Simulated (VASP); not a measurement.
Runs of VASP 6.6.1 on Re. The structure is that of space group Im-3m (No. 229), or close to it. The cells are those of the table. This isn't the form of Re at room conditions, which is hcp.

```tsv
cell	gap on the mesh (eV)	pressure (GPa)
a = 2.742 Å, angles 109.5°, 1 atom	none	-12.7
a = 2.593 Å, angles 109.5°, 1 atom	none	(a)
a = 2.810 Å, angles 109.5°, 1 atom	none	-30.4
a = 2.669 Å, angles 109.5°, 1 atom	none	(b)
a = 2.632 Å, angles 109.5°, 1 atom	none	34.7
```

Alike in all rows: task single point; level RPBE; potentials or basis VASP PAW PBE potentials, release 64 (Re); no spin polarisation; k mesh 16 × 16 × 16; cutoff (eV) 600; smearing fermi-dirac 0.1 eV.

Problem. Fill in the values left out.

Solution. (a) 59.1; (b) 15.2.

Caveats: the PAW data sets were made with another functional, which shifts forces and pressure a little; spin-orbit coupling is left out, which moves the levels of the heavy elements; the cell stands under pressure (at least some runs); the cell stands under tension (at least some runs).

A k mesh can miss the band edges, and the runs leave out spin-orbit coupling on Re.

A gap of «none» marks levels without a gap at the run's occupations.
